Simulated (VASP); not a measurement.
# Zn (a cell with a defect) in VASP: single point with LDA

Aim: the single point of Zn (a cell with a defect) with LDA.

All numbers are computed with VASP 6.6.1; they aren't measurements. Logs are shortened: lines on timing, memory, paths and dates and some standing lists are left out, and cuts for length are marked.

## 1. The cell of the first run

The cell holds a defect, 17 atoms: a = 7.998 Å, b = 7.998 Å, c = 4.958 Å, α = 90.00°, β = 90.00°, γ = 120.00°.

## 2. Single point, LDA

File INCAR:

```
SYSTEM = Zn
PREC = Accurate
ENCUT = 520
EDIFF = 1E-6
ISMEAR = 0
SIGMA = 0.1
LREAL = Auto
LASPH = .True.
NELM = 100
ALGO = Normal
ISIF = 2
LWAVE = .False.
LCHARG = .False.
GGA = CA
NBANDS = 116
```

File KPOINTS:

```
Automatic mesh
0
Gamma
  2 2 3
  0 0 0
```

File POSCAR:

```
Zn
1.0
    7.9977453100      0.0000000100      0.0000000000
   -3.9988726600      6.9262506100      0.0000000000
    0.0000000000      0.0000000000      4.9584000700
Zn
17
Direct
    0.1183500990      0.2218470115      0.2496293124
    0.2248509513      0.1139177662      0.7487719723
    0.0918113542      0.5370793245      0.2497997303
    0.2255585757      0.4458221586      0.7519001991
    0.0963722800      0.8843197198      0.2506459710
    0.2265184340      0.7815722102      0.7489583228
    0.4531134366      0.2193615393      0.2514286831
    0.5644050991      0.1147298934      0.7570639616
    0.4491218314      0.5614792497      0.2486160823
    0.5648213632      0.4511985157      0.7484924467
    0.4203590208      0.8703251348      0.2492719390
    0.5636832681      0.7822907803      0.7428591780
    0.8920625077      0.1101689838      0.7469780469
    0.7767916967      0.5552060139      0.2492977538
    0.8927909972      0.4469569707      0.7482810882
    0.7673759595      1.1347279264      0.2485271423
    0.8917570435      0.7825119673      0.7540135824
```

Potentials or basis: VASP PAW LDA potentials, release 64 (Zn).

Started as:

```sh
$ cat potpaw_LDA.64/Zn/POTCAR > POTCAR
$ mpirun -np 1 vasp_std > vasp.out
```

OUTCAR:

```text
SYSTEM = Zn
   PREC = Accurate
   ENCUT = 520
   EDIFF = 1E-6
   ISMEAR = 0
   LREAL = Auto
   LASPH = .True.
   NELM = 100
   ISIF = 2
   GGA = CA

 ion  position               nearest neighbor table
   1  0.118  0.222  0.250-  16 2.53   5 2.62   3 2.63   9 2.68   7 2.69   2 2.89   2 2.89   4 2.92
                            13 2.92   4 2.93  13 2.94
   2  0.225  0.114  0.749-  13 2.65   4 2.65  17 2.66   6 2.66  10 2.71   8 2.71   1 2.89   1 2.89
                             7 2.93   5 2.94   7 2.95   5 2.96
   3  0.092  0.537  0.250-  14 2.59   1 2.63  11 2.65   5 2.76   9 2.77  15 2.83  15 2.84   4 2.92
                             4 2.94  16 2.96   6 3.00   6 3.01
   4  0.226  0.446  0.752-   2 2.65  15 2.67  13 2.68   6 2.68  10 2.69  12 2.70   9 2.91   1 2.92
                             3 2.92   1 2.93   9 2.94   3 2.94
   5  0.096  0.884  0.251-  14 2.59   1 2.62  11 2.65   3 2.76   7 2.77  17 2.84  17 2.87   2 2.94
                             6 2.95   2 2.96   6 2.97
   6  0.227  0.782  0.749-   2 2.66  15 2.67  17 2.68   4 2.68   8 2.68  12 2.69  11 2.82  11 2.82
                             5 2.95   5 2.97   3 3.00   3 3.01
   7  0.453  0.219  0.251-  14 2.64  11 2.67   1 2.69   9 2.75   5 2.77   8 2.87  16 2.91   8 2.92
                             2 2.93  10 2.94   2 2.95  10 2.97
   8  0.564  0.115  0.757-  13 2.64  15 2.64  12 2.66   6 2.68  10 2.69   2 2.71   7 2.87  16 2.89
                             7 2.92  16 2.96  11 2.98  11 3.04
   9  0.449  0.561  0.249-  11 2.59  14 2.65   1 2.68   7 2.75   3 2.77  12 2.89   4 2.91  10 2.93
[... 15 lines left out ...]
  17  0.892  0.783  0.754-  13 2.62  12 2.62  10 2.63   2 2.66   6 2.68  15 2.69   5 2.84   5 2.87
                            14 2.92  14 2.96

  LATTYP: Found a hexagonal cell.
 ALAT       =     7.9977453100
 C/A-ratio  =     0.6199747401

  Lattice vectors:

 A1 = (   7.9977453100,   0.0000000100,   0.0000000000)
 A2 = (  -3.9988726600,   6.9262506100,   0.0000000000)
 A3 = (   0.0000000000,   0.0000000000,   4.9584000700)

Analysis of symmetry for initial positions (statically):
=====================================================================
 Subroutine PRICEL returns:
 Original cell was already a primitive cell.

 Routine SETGRP: Setting up the symmetry group for a
 hexagonal supercell.

 Subroutine GETGRP returns: Found  1 space group operations
 (whereof  1 operations were pure point group operations)
 out of a pool of 24 trial point group operations.

The static configuration has the point symmetry C_1 .

Analysis of symmetry for dynamics (positions and initial velocities):
=====================================================================
 Subroutine PRICEL returns:
 Original cell was already a primitive cell.

 Routine SETGRP: Setting up the symmetry group for a
 hexagonal supercell.

 Subroutine GETGRP returns: Found  1 space group operations
 (whereof  1 operations were pure point group operations)
 out of a pool of 24 trial point group operations.

The dynamic configuration has the point symmetry C_1 .

 Subroutine INISYM returns: Found  1 space group operations
 (whereof  1 operations are pure point group operations),
 and found     1 'primitive' translations

----------------------------------------------------------------------------------------

                                     Primitive cell

  volume of cell :     274.6675

  direct lattice vectors                    reciprocal lattice vectors
     7.997745310  0.000000010  0.000000000     0.125035239  0.072189129  0.000000000
    -3.998872660  6.926250610  0.000000000    -0.000000000  0.144378258  0.000000000
     0.000000000  0.000000000  4.958400070     0.000000000  0.000000000  0.201677958

  length of vectors
     7.997745310  7.997745311  4.958400070     0.144378258  0.144378258  0.201677958

  position of ions in fractional coordinates (direct lattice)
     0.118350099  0.221847012  0.249629312
     0.224850951  0.113917766  0.748771972
     0.091811354  0.537079324  0.249799730
     0.225558576  0.445822159  0.751900199
     0.096372280  0.884319720  0.250645971
     0.226518434  0.781572210  0.748958323
[... 9 lines left out ...]
     0.767375960  0.134727926  0.248527142
     0.891757044  0.782511967  0.754013582

  ion indices of the primitive-cell ions
   primitive index   ion index
                 1           1
                 2           2
                 3           3
                 4           4
                 5           5
                 6           6
[... 9 lines left out ...]
                16          16
                17          17

----------------------------------------------------------------------------------------

 KPOINTS: Automatic mesh

Automatic generation of k-mesh.
 Grid dimensions read from file:
 generate k-points for:    2    2    3

 Generating k-lattice:

  Cartesian coordinates                     Fractional coordinates (reciprocal lattice)
     0.062517620  0.036094565  0.000000000     0.500000000  0.000000000  0.000000000
    -0.000000000  0.072189129  0.000000000     0.000000000  0.500000000  0.000000000
     0.000000000  0.000000000  0.067225986     0.000000000  0.000000000  0.333333333

  Length of vectors
     0.072189129  0.072189129  0.067225986

  Shift w.r.t. Gamma in fractional coordinates (k-lattice)
     0.000000000  0.000000000  0.000000000

 Subroutine IBZKPT returns following result:
 ===========================================

 Found      8 irreducible k-points:

 Following reciprocal coordinates:
            Coordinates               Weight
  0.000000  0.000000  0.000000      1.000000
  0.500000  0.000000  0.000000      1.000000
  0.000000  0.500000  0.000000      1.000000
  0.500000  0.500000  0.000000      1.000000
  0.000000  0.000000  0.333333      2.000000
  0.500000  0.000000  0.333333      2.000000
  0.000000  0.500000  0.333333      2.000000
  0.500000  0.500000  0.333333      2.000000
   k-points           NKPTS =      8   k-points in BZ     NKDIM =      8   number of bands    NBANDS=    116
   number of dos      NEDOS =    301   number of ions     NIONS =     17
   total plane-waves  NPLWV = 144000
   dimension x,y,z NGX =    60 NGY =   60 NGZ =   40
   dimension x,y,z NGXF=   120 NGYF=  120 NGZF=   80
   ions per type =              17
   NGX,Y,Z   is equivalent  to a cutoff of  12.47, 12.47, 13.41 a.u.
   NGXF,Y,Z  is equivalent  to a cutoff of  24.94, 24.94, 26.82 a.u.
 SYSTEM =  Zn
   PREC   = accura    normal or accurate (medium, high low for compatibility)
   ISTART =      0    job   : 0-new  1-cont  2-samecut
   ICHARG =      2    charge: 1-file 2-atom 10-const
   ISPIN  =      1    spin polarized calculation?
   LNONCOLLINEAR =      F non collinear calculations
   LSORBIT =      F    spin-orbit coupling
   LASPH  =      T    aspherical Exc in radial PAW
   ENCUT  =  520.0 eV  38.22 Ry    6.18 a.u.  14.87 14.87  9.22*2*pi/ulx,y,z
   NELM   =    100;   NELMIN=  2; NELMDL= -5     # of ELM steps
   EDIFF  = 0.1E-05   stopping-criterion for ELM
   LREAL  =      T    real-space projection
   EDIFFG = 0.1E-04   stopping-criterion for IOM
   NSW    =      0    number of steps for IOM
   IBRION =     -1    ionic relax: 0-MD 1-quasi-New 2-CG
   NFREE  =      0    steps in history (QN), initial steepest desc. (CG)
   ISIF   =      2    stress and relaxation
   ISYM   =      2    0-nonsym 1-usesym 2-fastsym
   POTIM  = 0.5000    time-step for ionic-motion
   TEBEG  =    0.0;   TEEND  =   0.0 temperature during run
   PSTRESS=    0.0 pullay stress
   NELECT =     204.0000    total number of electrons
   NUPDOWN=      -1.0000    fix difference up-down
   EMIN   =  10.00;   EMAX   =-10.00  energy-range for DOS
   EFERMI =   0.00;   METHOD = LEGACY
   ISMEAR =     0;   SIGMA  =   0.10  broadening in eV -4-tet -1-fermi 0-gaus
   EFERMI_NEDOS =   21; number of points for ismear=-14 and -15
   IALGO  =     38    algorithm
   IMIX   =      4    mixing-type and parameters
     AMIX     =   0.40;   BMIX     =  1.00
     AMIX_MAG =   1.60;   BMIX_MAG =  1.00
  volume/ion in A,a.u.               =      16.16       109.03
  Fermi-wavevector in a.u.,A,eV,Ry     =   1.482572  2.801655 29.905871  2.198020
  Thomas-Fermi vector in A             =   2.596341
   LORBIT       =      0    0 simple, 1 ext, 2 COOP (PROOUT), +10 PAW based schemes
   GGA     = CA    functional components
   LHFCALC =     F    Hartree Fock is set to
   AEXX    =    0.0000 exact exchange contribution
   IVDW    =     0    specifies the selected vdW correction
   LEPSILON=     F    determine dielectric tensor
   LRPA    =     F    only Hartree local field effects (RPA)
 non-spin polarized calculation
 Gauss-broadening in eV      SIGMA  =   0.10
  energy-cutoff  :      520.00
  volume of cell :      274.67
 maximum number of plane-waves:      7477
 NGX is ok and might be reduce to    60
   NGX = 29   NGY = 29   NGZ = 19

 number of electron     204.0000061 magnetization

 Free energy of the ion-electron system (eV)
  ---------------------------------------------------
  ext. energy  EPLUGINS =         0.00000000
  ---------------------------------------------------
  free energy    TOTEN  =       -30.60983467 eV

  energy without entropy =      -30.59383739  energy(sigma->0) =      -30.60183603

 E-fermi :   2.4308     XC(G=0): -11.5263

 val. band max:        2.4034034604   @ k =   0.0000   0.5000   0.0000
 cond. band min:       2.4602306319   @ k =   0.0000   0.0000   0.0000
 fundamental gap:      0.0568271715
 Fermi energy:         2.4307844264

 k-point     1 :       0.0000    0.0000    0.0000
  band No.  band energies     occupation
      1      -7.6345      2.00000
      2      -6.0920      2.00000
      3      -5.9958      2.00000
      4      -5.9590      2.00000
      5      -5.9550      2.00000
      6      -5.9468      2.00000
[... 925 lines left out ...]
    113       6.2251      0.00000
    114       6.4788      0.00000
 [bands above 114 left out]

------------------------ aborting loop because EDIFF is reached ----------------------------------------

  FORCE on cell =-STRESS in cart. coord.  units (eV):
  Direction    XX          YY          ZZ          XY          YZ          ZX
  --------------------------------------------------------------------------------------
  -------------------------------------------------------------------------------------
  Total      -20.2329641    -20.5445395     -2.3602150      0.7913100      0.0243171     -0.0492521
  in kB     -118.0219424   -119.8394087    -13.7674911      4.6158311      0.1418454     -0.2872950
  external PRESSURE =     -83.8762807 kB  Pullay stress =       0.0000000 kB

 VOLUME and BASIS-vectors are now :
 -----------------------------------------------------------------------------
  energy-cutoff  :      520.00
  volume of cell :      274.67
      direct lattice vectors                 reciprocal lattice vectors
     7.997745310  0.000000010  0.000000000     0.125035239  0.072189129  0.000000000
    -3.998872660  6.926250610  0.000000000    -0.000000000  0.144378258  0.000000000
     0.000000000  0.000000000  4.958400070     0.000000000  0.000000000  0.201677958

 POSITION                                       TOTAL-FORCE (eV/Angst)
 -----------------------------------------------------------------------------------
      0.05940      1.53657      1.23776         0.039893     -0.040145      0.001553
      1.34276      0.78902      3.71271         0.006774     -0.021076     -0.001956
     -1.41343      3.71995      1.23861         0.020600     -0.037170     -0.000029
      0.02117      3.08788      3.72822         0.001549     -0.013193     -0.000537
     -2.76552      6.12502      1.24280         0.022604     -0.017350      0.000536
     -1.31377      5.41336      3.71364        -0.003002     -0.017867     -0.000792
[... 9 lines left out ...]
      5.59852      0.93316      1.23230        -0.197367      0.355815      0.008532
      4.00288      5.41987      3.73870        -0.000628     -0.011830      0.001014
 -----------------------------------------------------------------------------------
    total drift:                                0.003411      0.002222      0.002973

  FREE ENERGIE OF THE ION-ELECTRON SYSTEM (eV)
  ---------------------------------------------------
  free  energy   TOTEN  =       -30.6098346683 eV

  energy  without entropy=      -30.5938373935  energy(sigma->0) =      -30.60183603
```

It took 7.7 min on 1 thread of Intel Xeon Platinum 8375C at 2.90GHz (Ice Lake), shared host; peak memory 0.37 GiB.

Results:

```
Free energy            : -30.6098 eV
Pressure               : -8.4 GPa
Largest force          : 0.407 eV/Å
Band gap on the k mesh : zero (bands 102 and 103 overlap by 1.68 eV)
```

Forces on the atoms (eV/Å):
```
Zn   0.040 -0.040  0.002
Zn   0.007 -0.021 -0.002
Zn   0.021 -0.037  0.000
Zn   0.002 -0.013 -0.001
Zn   0.023 -0.017  0.001
Zn  -0.003 -0.018 -0.001
Zn   0.019 -0.029  0.001
Zn  -0.004 -0.021 -0.003
Zn   0.012 -0.017  0.002
Zn  -0.007 -0.019  0.003
Zn   0.067 -0.035  0.002
Zn   0.006 -0.019 -0.011
Zn   0.006 -0.039  0.001
Zn   0.005 -0.008  0.001
Zn   0.006 -0.009 -0.005
Zn  -0.197  0.356  0.009
Zn  -0.001 -0.012  0.001
```

Stress tensor (GPa, compression positive):
```
-11.80   0.46  -0.03
  0.46 -11.98   0.01
 -0.03   0.01  -1.38
```

Caveat: the k points lie up to 0.45 Å⁻¹ apart, too coarse for converged energies and pressures of a metal.
